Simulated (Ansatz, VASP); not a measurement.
**Two plane-wave programs on ScIn3Rh**

INCAR

```
SYSTEM = ScIn3Rh
PREC = Accurate ; ENCUT = 500
EDIFF = 1E-7 ; ISMEAR = 0
SIGMA = 0.1 ; LREAL = .False.
LASPH = .True. ; NELM = 120
ALGO = Normal ; ISIF = 3
LWAVE = .False. ; LCHARG = .False.
GGA = PE ; IBRION = 2
NSW = 100 ; EDIFFG = -0.01
GGA_COMPAT = .False. ; NELMIN = 4
```

Contents of KPOINTS:

```
regular mesh
0
Gamma
  8 8 8
  0 0 0
```

POSCAR

```
ScIn3Rh
1.0
    5.0463416253      0.0000000000      0.0000000000
    0.0000000000      5.0463416253      0.0000000000
    0.0000000000      0.0000000000      5.0463416253
Sc In Rh
1 3 1
Direct
    0.0000000000      0.0000000000      0.0000000000
    0.5000000000      0.5000000000      0.0000000000
    0.0000000000      0.5000000000      0.5000000000
    0.5000000000      0.0000000000      0.5000000000
    0.5000000000      0.5000000000      0.5000000000
```

Input for Ansatz:

```yaml
crystal:
  lattice:
    - [5.0463416253, 0.0, 0.0]
    - [0.0, 5.0463416253, 0.0]
    - [0.0, 0.0, 5.0463416253]
  atoms:
    - { symbol: Sc, position: [0.0, 0.0, 0.0] }
    - { symbol: In, position: [0.5, 0.5, 0.0] }
    - { symbol: In, position: [0.0, 0.5, 0.5] }
    - { symbol: In, position: [0.5, 0.0, 0.5] }
    - { symbol: Rh, position: [0.5, 0.5, 0.5] }
basis:
  ecutwfc: 420
kpoints:
  mp_grid: { grid: [8, 8, 8] }
hamiltonian:
  xc: pbe
scf:
  occupations: { method: gaussian, width: 0.1 }
output:
  forces: true
  stress: true
  eigenvalues: true
  write_density: true
  write_potential: true
  elf: true
  volumetric_format: npy
relax:
  adjacent_minimum: "off"
  f_tol: 0.01
  max_steps: 80
  cell: { stress_tol: 0.05 }
```

Change from the starting cell: species swapped into the KNiF3 type (Pm-3m, No. 221).

Alike in both runs: task relaxation of cell and atoms; functional PBE; k mesh 8 × 8 × 8; occupations gaussian, width 0.1 eV; no spin polarisation.

|  | VASP | Ansatz |
| --- | --- | --- |
| version | VASP 6.6.1 | Ansatz 0.2.0 |
| potentials or method | VASP PAW PBE potentials, release 64 (Sc_sv, In_d, Rh_pv), cutoff 500 eV | scalar-relativistic, plane waves, PAW |
| valence electrons in the cell | 65 | 67 |

```csv
,VASP,Ansatz,Ansatz less VASP
"gap on the k mesh at the Fermi level, each at its own relaxed structure (eV)",none,none,-
relaxed volume (Å³/atom),25.95,25.94,-0.017
relaxed length of the cell vector where the two differ most in proportion (Å),5.063,5.062,-0.0011
```

A gap of «none» marks a metal or a gap that the smearing closes. VASP's potentials hold 65 valence electrons a cell and Ansatz's 67, so a difference there can come from the potentials and not from the codes.
